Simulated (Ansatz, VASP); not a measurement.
**Two plane-wave programs on Ga2O**

```xyz
3
Lattice="2.3015 -2.7168 0.0000 2.3015 2.7168 0.0000 0.0000 0.0000 3.5593" Properties=species:S:1:pos:R:3 pbc="T T T"
Ga    0.0000    0.0000    0.0000
Ga    2.3015    0.0000    0.0000
O     2.3015    0.0000    1.7797
```

Alike in both runs: task relaxation of cell and atoms; functional PBE; k mesh 6 × 6 × 6; occupations gaussian, width 0.1 eV; no spin polarisation.

|  | VASP | Ansatz |
| --- | --- | --- |
| version | VASP 6.6.1 | Ansatz 0.2.0 |
| potentials or method | VASP PAW PBE potentials, release 64 (Ga_d, O), cutoff 600 eV | scalar-relativistic, plane waves, PAW |
| valence electrons in the cell | 32 | 32 |

Ansatz gave:

- gap on the k mesh at the Fermi level, each at its own relaxed structure (eV): none
- relaxed volume (Å³/atom): 18.90
- relaxed length of the cell vector where the two differ most in proportion (Å): 3.871

Task: What did VASP give for the same quantities?

Result: gap on the k mesh at the Fermi level, each at its own relaxed structure (eV): none; relaxed volume (Å³/atom): 18.82; relaxed length of the cell vector where the two differ most in proportion (Å): 3.860.

A gap of «none» marks a metal or a gap that the smearing closes.

Noted on VASP's run: the volume moved by over 15 % at a fixed basis, so the end points are rough.
